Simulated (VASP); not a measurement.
Crystal: InO2.

```
CELL_PARAMETERS angstrom
3.29410 0.00000 0.00000
-1.64705 2.85277 0.00000
0.00000 0.00000 4.34878
ATOMIC_POSITIONS crystal
In 0.00000 0.00000 0.00000
O 0.33333 0.66667 0.73490
O 0.33333 0.66667 0.26510
```

* Program: VASP 6.6.1
* Task: relaxation of cell and atoms
* Functional: PBE
* Potentials or basis: VASP PAW PBE potentials, release 64 (In_d, O)
* Cutoff: 600 eV
* k mesh: 6 × 6 × 4
* Occupations: gaussian, width 0.1 eV
* Spin: no spin polarisation

At the start: pressure 2.4 GPa; volume 13.62 Å³/atom.

Question: Where does the relaxation end?

Answer: Over 6 steps the energy falls by 2.2 meV/atom and the volume is 13.90 Å³/atom (+2.1 %); space group P-6m2 (No. 187, to 0.05 Å).

Step by step:
| step | energy change (eV) | largest force (eV/Å) | pressure (GPa) | volume (Å³) |
| --- | --- | --- | --- | --- |
| 1 | 0.0000 | 0.1003 | 2.43 | 40.87 |
| 2 | -0.0028 | 0.1939 | -1.74 | 42.10 |
| 3 | -0.0061 | 0.0724 | 0.12 | 41.57 |
| 4 | -0.0061 | 0.0790 | -0.09 | 41.60 |
| 5 | -0.0066 | 0.0486 | -0.08 | 41.65 |
| 6 | -0.0067 | 0.0118 | -0.07 | 41.71 |

Final structure:
```
In O
1.0
     3.30677    0.00000    0.00000
    -1.65338    2.86374    0.00000
     0.00000    0.00000    4.40413
In O
1 2
Cartesian
  -1.6534 2.8637 0.0000
  0.0000 1.9092 3.2408
  0.0000 1.9092 1.1634
```

Caveat: the k points lie up to 0.37 Å⁻¹ apart in the final cell; an odd number of electrons without spin polarisation forces a metal; a magnetic or distorted state may lie lower.
